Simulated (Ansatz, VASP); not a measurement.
## TaN in VASP and in Ansatz

Contents of INCAR:

```
SYSTEM = TaN
PREC = Accurate
ENCUT = 600
EDIFF = 1E-6
ISMEAR = 0
SIGMA = 0.15
LREAL = .FALSE.
LASPH = .TRUE.
NELM = 120
ALGO = Normal
ISIF = 2
LWAVE = .FALSE.
LCHARG = .FALSE.
GGA = PE
NBANDS = 15
GGA_COMPAT = .FALSE.
```

The input KPOINTS:

```
Automatic mesh
0
G
  18 18 18
  0 0 0
```

File POSCAR:

```
TaN
1.0
    0.0000000000      2.1790000000      2.1790000000
    2.2007900000      0.0000000000      2.1790000000
    2.2007900000      2.1790000000      0.0000000000
Ta N
1 1
Direct
    0.5000000000      0.5000000000      0.5000000000
    0.0000000000      0.0000000000      0.0000000000
```

Input for Ansatz:

```yaml
crystal:
  lattice:
    - [0.0, 2.179, 2.179]
    - [2.20079, 0.0, 2.179]
    - [2.20079, 2.179, 0.0]
  atoms:
    - { symbol: Ta, position: [0.5, 0.5, 0.5] }
    - { symbol: "N", position: [0.0, 0.0, 0.0] }
basis:
  ecutwfc: 420
kpoints:
  mp_grid: { grid: [18, 18, 18] }
hamiltonian:
  xc: pbe
scf:
  occupations: { method: gaussian, width: 0.15 }
output:
  forces: true
  stress: true
  eigenvalues: true
```

Change from the starting cell: strain +0.0100 x Voigt [1, 0, 0, 0, 0, 0], atoms carried along.

Alike in both runs: task single point; functional PBE; k mesh 18 × 18 × 18; occupations gaussian, width 0.15 eV; no spin polarisation.

```csv
,VASP,Ansatz
version,VASP 6.6.1,Ansatz 0.2.0
potentials or method,"VASP PAW PBE potentials, release 64 (Ta_pv, N), cutoff 600 eV","scalar-relativistic, plane waves, PAW"
valence electrons in the cell,16,18
```

VASP gave:

```
gap on the k mesh at the Fermi level (eV)                     : none
pressure (GPa)                                                : 11.6
traceless stress, the component that is largest in VASP (GPa) : -4.36
```

Problem. What did Ansatz give for the same quantities?

Solution. gap on the k mesh at the Fermi level (eV): none; pressure (GPa): 10.8; traceless stress, the component that is largest in VASP (GPa): -4.33.

A gap of «none» marks a metal or a gap that the smearing closes. The functional is the same, so the differences come from potentials, cutoffs and numerics. VASP's potentials hold 16 valence electrons a cell and Ansatz's 18, so a difference there can come from the potentials and not from the codes.

Spin-orbit coupling is off throughout.
